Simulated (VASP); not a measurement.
# AlGa3N4: single point with LDA

Crystal: AlGa3N4.

```
Al Ga N
1.0
     4.51529   -0.10336   -0.10336
    -0.10336    4.51529   -0.10336
    -0.10336   -0.10336    4.51529
Al Ga N
1 3 4
Direct
  0.00000 0.00000 0.00000
  0.50000 0.50000 0.00000
  0.50000 0.00000 0.50000
  0.00000 0.50000 0.50000
  0.75481 0.75481 0.24519
  0.75481 0.24519 0.75481
  0.24519 0.75481 0.75481
  0.24519 0.24519 0.24519
```

```yaml
Program: VASP 6.6.1
Task: single point
Functional: LDA
Potentials_or_basis: VASP PAW LDA potentials, release 64 (Al, Ga_d, N)
Cutoff: 520 eV
k_mesh: 6 × 6 × 6
Occupations: gaussian, width 0.05 eV
Spin: no spin polarisation
Dipole_correction: no
Further_INCAR_settings: ALGO = Normal; EDIFF = 1e-07; NBANDS = 41
```

* Pressure: -8.3 GPa
* Largest force: 0.795 eV/Å
* Band gap on the k mesh: 1.92 eV

Forces on the atoms (eV/Å):
```
Al  -0.432 -0.432 -0.432
Ga  -0.447 -0.447 -0.396
Ga  -0.447 -0.396 -0.447
Ga  -0.396 -0.447 -0.447
N    0.447  0.447  0.369
N    0.447  0.369  0.447
N    0.369  0.447  0.447
N    0.459  0.459  0.459
```

Stress tensor (GPa, compression positive):
```
-8.35  8.91  8.91
 8.91 -8.35  8.91
 8.91  8.91 -8.35
```

Levels at points of the mesh, in eV from the valence-band top:
```
           k point  band 28  band 29  band 30  band 31  band 32  band 33  band 34  band 35
(0.00, 0.00, 0.00)    -2.22    -0.21    -0.21     0.00     1.92     3.12     3.14     3.14
(0.50, 0.00, 0.00)    -1.78    -1.52    -1.37    -1.10     4.51     4.59     5.83     5.86
(0.50, 0.50, 0.00)    -1.16    -1.12    -0.94    -0.71     6.02     6.09     6.40     7.01
(0.50, 0.50, 0.50)    -0.89    -0.71    -0.71    -0.71     4.12     4.67     4.67     5.86
```

Run time: 3 min on 1 thread of Intel Xeon 8259CL, on a shared host, peak memory 0.23 GiB.

Caveat: the cell stands under tension.
